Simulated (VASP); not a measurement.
## Rh: single point with r2SCAN

The system is Rh.

```
Rh
1.0
     1.89997    1.89997    0.00000
    -1.89997    1.89997    0.00000
     0.00000    0.00000    3.79994
Rh
2
Cartesian
  0.0000 0.0000 0.0000
  0.0000 1.9000 1.9000
```

| Property | Result |
| --- | --- |
| Program | VASP 6.6.1 |
| Task | single point |
| Functional | r2SCAN |
| Potentials or basis | VASP PAW PBE potentials, release 64 (Rh_pv) |
| Cutoff | 520 eV |
| k mesh | 20 × 20 × 14 |
| Occupations | gaussian, width 0.1 eV |
| Spin | no spin polarisation |
| Dipole correction | no |
| Further INCAR settings | ALGO = Normal; EDIFF = 1e-06; NBANDS = 22 |

```yaml
Pressure: 1.2 GPa
Band_gap_on_the_k_mesh: zero (bands 15 and 16 overlap by 2.55 eV)
```

Levels at points of the mesh, in eV from the Fermi level:
```tsv
k point	band 11	band 12	band 13	band 14	band 15	band 16	band 17	band 18	band 19	band 20
(0.00, 0.00, 0.00)	-3.18	-3.18	-1.07	-1.07	0.52	1.05	1.05	3.49	12.91	14.02
(0.50, 0.00, 0.00)	-3.58	-3.58	-2.01	-2.01	-1.11	-1.11	3.25	3.25	14.04	14.04
(0.50, 0.50, 0.00)	0.52	0.52	1.05	1.05	1.05	1.05	3.49	3.49	12.91	12.91
(0.00, 0.00, 0.50)	-1.99	-1.99	-1.49	-1.49	-1.49	-1.49	-0.32	-0.32	17.39	17.39
(0.50, 0.00, 0.50)	-3.29	-3.29	0.59	0.59	0.59	0.59	0.90	0.90	9.11	9.11
(0.50, 0.50, 0.50)	-3.94	-3.94	-1.28	-1.28	1.06	1.06	10.12	10.12	10.12	10.12
```

Wall time 6.9 min on 1 thread of Intel(R) Xeon(R) Platinum 8488C (Sapphire Rapids), with other jobs on the host, peak memory 0.34 GiB.

Caveat: the PAW data sets were made with another functional, which shifts forces and pressure a little.
